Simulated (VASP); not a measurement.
Wanted: the native input for a VASP 6.6.1 run.

- Task: single point
- Functional: BLYP
- Potentials or basis: VASP PAW PBE potentials, release 64 (Cr_pv, O)
- Cutoff: 520 eV
- k mesh: 7 × 7 × 7
- Occupations: fermi-dirac, width 0.05 eV
- Spin: collinear spin, ferromagnetic start
- Starting moments: [3.0, 0.0, 0.0] μB
- Dipole correction: no
- Further INCAR settings: ALGO = Normal; EDIFF = 1e-06; NBANDS = 23

The structure of CrO2 lies in POSCAR:

```
CrO2
1.0
    0.0000000000      2.3802194465      2.3802194465
    2.3802194465      0.0000000000      2.3802194465
    2.3802194465      2.3802194465      0.0000000000
Cr O
1 2
Direct
    0.0000000000      0.0000000000      0.0000000000
    0.2500000000      0.2500000000      0.2500000000
    0.7500000000      0.7500000000      0.7500000000
```

The input as run:

INCAR

```
SYSTEM = CrO2
PREC = Accurate
ENCUT = 520
EDIFF = 1E-6
ISMEAR = -1
SIGMA = 0.05
LREAL = .FALSE.
LASPH = .TRUE.
NELM = 150
ALGO = Normal
ISIF = 2
LWAVE = .FALSE.
LCHARG = .FALSE.
ISPIN = 2
MAGMOM = 3 0 0
LORBIT = 11
LMAXMIX = 4
GGA = B5
ALDAX = 1.0
AGGAX = 1.0
AGGAC = 1.0
ALDAC = 0.0
NBANDS = 23
```

KPOINTS

```
Automatic mesh
0
G
  7 7 7
  0 0 0
```

Potentials or basis: VASP PAW PBE potentials, release 64 (Cr_pv, O).

Command:

```bash
$ cat potpaw_PBE.64/Cr_pv/POTCAR potpaw_PBE.64/O/POTCAR > POTCAR
$ mpirun -np 1 vasp_std > vasp.out
```

It gave:

```
Pressure                                              : 0.6 GPa
Band gap on the k mesh                                : 0.68 eV
Net moment                                            : 2.00 μB per cell
Site moments                                          : Cr +2.15; O -0.10 μB
Valence electrons inside the program's atomic spheres : Cr 10.51; O 5.00
```

Caveat: an empty level that is flat over the whole mesh can mark a ghost state of the potentials, or a narrow d or f band; the PAW data sets were made with another functional, which shifts forces and pressure a little; an odd mesh through Γ misses points on the zone boundary, where band edges can lie; a cell with one magnetic atom can't hold antiferromagnetic order, which such compounds often take.

Run time: 110 s on 1 thread of Intel Xeon 8259CL (shared host), peak memory 0.18 GiB.
